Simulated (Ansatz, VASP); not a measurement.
# One calculation of Hg3Pt, two programs

The input INCAR:

```
SYSTEM = Hg3Pt
  PREC = Accurate
  ENCUT = 570
  EDIFF = 1E-6
  ISMEAR = -1
  SIGMA = 0.05
  LREAL = .False.
  LASPH = .True.
  NELM = 120
  ALGO = Normal
  ISIF = 2
  LWAVE = .False.
  LCHARG = .False.
  GGA = PE
  NBANDS = 47
  GGA_COMPAT = .False.
```

Contents of KPOINTS:

```
Automatic mesh
0
Gamma
  6 6 6
  0 0 0
```

File POSCAR:

```
Hg3Pt
1.0
    4.4294234350      0.0000000000      0.0000000000
    0.0000000000      4.4294234350      0.0000000000
    0.0000000000      0.0000000000      4.4294234350
Hg Pt
3 1
Direct
    0.5000000000      0.5000000000      0.0000000000
    0.5000000000      0.0000000000      0.5000000000
    0.0000000000      0.5000000000      0.5000000000
    0.0000000000      0.0000000000      0.0000000000
```

File input.yaml:

```yaml
crystal:
  lattice:
    - [4.429423435, 0.0, 0.0]
    - [0.0, 4.429423435, 0.0]
    - [0.0, 0.0, 4.429423435]
  atoms:
    - { symbol: Hg, position: [0.5, 0.5, 0.0] }
    - { symbol: Hg, position: [0.5, 0.0, 0.5] }
    - { symbol: Hg, position: [0.0, 0.5, 0.5] }
    - { symbol: Pt, position: [0.0, 0.0, 0.0] }
hamiltonian:
  xc: pbe
  pseudopotentials: { kind: paw }
kpoints:
  mp_grid: { grid: [6, 6, 6] }
scf:
  occupations: { method: fermi_dirac, width: 0.05 }
output:
  forces: true
  stress: true
  eigenvalues: true
```

Alike in both runs: task single point; functional PBE; k mesh 6 × 6 × 6; occupations fermi-dirac, width 0.05 eV; no spin polarisation.

|  | VASP | Ansatz |
| --- | --- | --- |
| version | VASP 6.6.1 | Ansatz 0.2.0 |
| potentials or method | VASP PAW PBE potentials, release 64 (Hg_sv_GW, Pt_sv_GW) | Ansatz PAW |
| plane-wave cutoff (eV) | 570 | 420 |
| valence electrons in the cell | 78 | 78 |

|  | VASP | Ansatz | Ansatz less VASP |
| --- | --- | --- | --- |
| gap on the k mesh at the Fermi level (eV) | none | none | - |
| pressure (GPa) | -5.5 | -5.0 | +0.43 |

A gap of «none» marks a metal or a gap that the smearing closes.

Spin-orbit coupling is off throughout.
